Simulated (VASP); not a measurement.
Wanted: the native input for a VASP 6.6.1 run.

* Task: single point
* Functional: r2SCAN
* Potentials or basis: VASP PAW PBE potentials, release 64 (Se, Li_sv)
* Cutoff: 830 eV
* k mesh: 8 × 8 × 8
* Occupations: gaussian, width 0.01 eV
* Spin: no spin polarisation
* Dipole correction: no
* Further INCAR settings: ALGO = Normal; EDIFF = 1e-06; NBANDS = 13

The system is Li2Se.

```
Se Li
1.0
     0.00000    2.91868    2.91868
     2.91868    0.00000    2.91868
     2.91868    2.91868    0.00000
Se Li
1 2
Cartesian
  0.0000 0.0000 0.0000
  1.4593 1.4593 1.4593
  4.3780 4.3780 4.3780
```

This cell differs from its parent crystal: strain -2.5%.

The input as run:

POSCAR

```
Li2Se
1.0
    0.0000000000      2.9186830317      2.9186830317
    2.9186830317      0.0000000000      2.9186830317
    2.9186830317      2.9186830317      0.0000000000
Se Li
1 2
Direct
    0.0000000000      0.0000000000      0.0000000000
    0.2500000000      0.2500000000      0.2500000000
    0.7500000000      0.7500000000      0.7500000000
```

INCAR.step1

```
SYSTEM = Li2Se
PREC     = Accurate       ! precision mode
ENCUT    = 830            ! plane-wave cutoff, eV
ISMEAR   = 0              ! smearing method
SIGMA    = 0.01           ! smearing width, eV
LREAL    = .FALSE.        ! projectors in reciprocal space
LASPH    = .TRUE.         ! aspherical terms in the spheres
NELM     = 120            ! most SCF steps
NBANDS   = 13             ! bands
GGA      = PE             ! functional
ALGO     = Normal         ! electronic algorithm
EDIFF    = 1E-5           ! SCF threshold, eV
LWAVE    = .TRUE.         ! write WAVECAR
LCHARG   = .FALSE.        ! write CHGCAR
GGA_COMPAT= .FALSE.
```

INCAR.step2

```
SYSTEM = Li2Se
PREC     = Accurate       ! precision mode
ENCUT    = 830            ! plane-wave cutoff, eV
EDIFF    = 1E-6           ! SCF threshold, eV
ISMEAR   = 0              ! smearing method
SIGMA    = 0.01           ! smearing width, eV
LREAL    = .FALSE.        ! projectors in reciprocal space
LASPH    = .TRUE.         ! aspherical terms in the spheres
NELM     = 120            ! most SCF steps
ALGO     = Normal         ! electronic algorithm
ISIF     = 2              ! what is computed and relaxed
LWAVE    = .FALSE.        ! write WAVECAR
LCHARG   = .FALSE.        ! write CHGCAR
METAGGA  = R2SCAN         ! meta-GGA
LMIXTAU  = .TRUE.       
NBANDS   = 13             ! bands
ISTART   = 1            
GGA_COMPAT= .FALSE.
```

KPOINTS

```
regular mesh
0
G
  8 8 8
  0 0 0
```

Potentials or basis: VASP PAW PBE potentials, release 64 (Se, Li_sv).

Launch:

```sh
$ cat potpaw_PBE.64/Se/POTCAR potpaw_PBE.64/Li_sv/POTCAR > POTCAR
$ cp INCAR.step1 INCAR
$ mpirun -np 1 vasp_std > vasp.out
$ cp INCAR.step2 INCAR
$ mpirun -np 1 vasp_std > vasp.out
```

It gave:

- Pressure: 2.9 GPa
- Band gap on the k mesh: 3.39 eV (least direct gap 4.54 eV)

Caveat: the cell differs from its parent crystal (strain -2.5%); the PAW data sets were made with another functional, which shifts forces and pressure a little.

It took 75 s on 1 thread of Intel(R) Xeon(R) 6975P-C (Granite Rapids), with other jobs on the host, peak memory 0.27 GiB.
